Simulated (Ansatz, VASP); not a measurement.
Si in VASP and in Ansatz

```
Si
1.0
     2.53550   -2.63280    0.00000
     2.53550    2.63280    0.00000
    -0.91942    0.00000    5.75179
Si
6
Direct
  0.15843 0.45266 0.37806
  0.54734 0.84157 0.12194
  0.84157 0.54734 0.62194
  0.45266 0.15843 0.87806
  0.00000 0.50000 0.00000
  0.50000 0.00000 0.50000
```

Alike in both runs: task relaxation of cell and atoms; functional PBE; k mesh 6 × 6 × 4; occupations gaussian, width 0.1 eV; no spin polarisation.

```csv
,VASP,Ansatz
version,VASP 6.6.1,Ansatz 0.2.0
potentials or method,"VASP PAW PBE potentials, release 64 (Si), cutoff 600 eV","scalar-relativistic, plane waves, PAW"
valence electrons in the cell,24,24
```

VASP gave:

- gap on the k mesh at the Fermi level, each at its own relaxed structure (eV): none
- relaxed volume (Å³/atom): 15.89
- relaxed cell length with the largest relative difference (Å): 3.820

**Question.** Which values does Ansatz return?

**Answer.** gap on the k mesh at the Fermi level, each at its own relaxed structure (eV): none; relaxed volume (Å³/atom): 15.87; relaxed cell length with the largest relative difference (Å): 3.812.

A gap of «none» marks a metal or a gap that the smearing closes.

Noted on VASP's run: the volume moved by over 15 % at a fixed basis, so the end points are rough.
